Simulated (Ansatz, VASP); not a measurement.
# SiGe4Pt: VASP beside Ansatz

```
CELL_PARAMETERS angstrom
-3.01252 3.01252 2.98626
3.01252 -3.01252 2.98626
3.01252 3.01252 -2.98626
ATOMIC_POSITIONS crystal
Si 0.50000 0.50000 0.00000
Ge 0.90577 0.40577 0.81153
Ge 0.59423 0.09423 0.18847
Ge 0.09423 0.90577 0.50000
Ge 0.40577 0.59423 0.50000
Pt 0.00000 0.00000 0.00000
```

Change from the starting cell: species swapped into the Zr4FeNi type (I422, No. 97).

Alike in both runs: functional PBE; k mesh 4 × 4 × 4; occupations gaussian, width 0.1 eV; no spin polarisation.

Ansatz relaxed the structure, and its values are those at the end. VASP's run is a single point on that final structure, the one shown.

|  | VASP | Ansatz |
| --- | --- | --- |
| version | VASP 6.6.1 | Ansatz 0.2.0 |
| potentials or method | VASP PAW PBE potentials, release 64 (Si, Ge_d, Pt), cutoff 520 eV | scalar-relativistic, plane waves, PAW |
| valence electrons in the cell | 70 | 78 |

```tsv
	VASP	Ansatz	Ansatz less VASP
gap on the k mesh at the Fermi level (eV)	none	none	-
pressure (GPa)	-0.2	-0.2	-0.02
rms of the force components (eV/Å)	0.012	0.013	+0.0007
```

A gap of «none» marks a metal or a gap that the smearing closes. VASP's potentials hold 70 valence electrons a cell and Ansatz's 78, so a difference there can come from the potentials and not from the codes.

The k mesh is coarse, so the values compare programs but aren't converged. Spin-orbit coupling is off throughout.
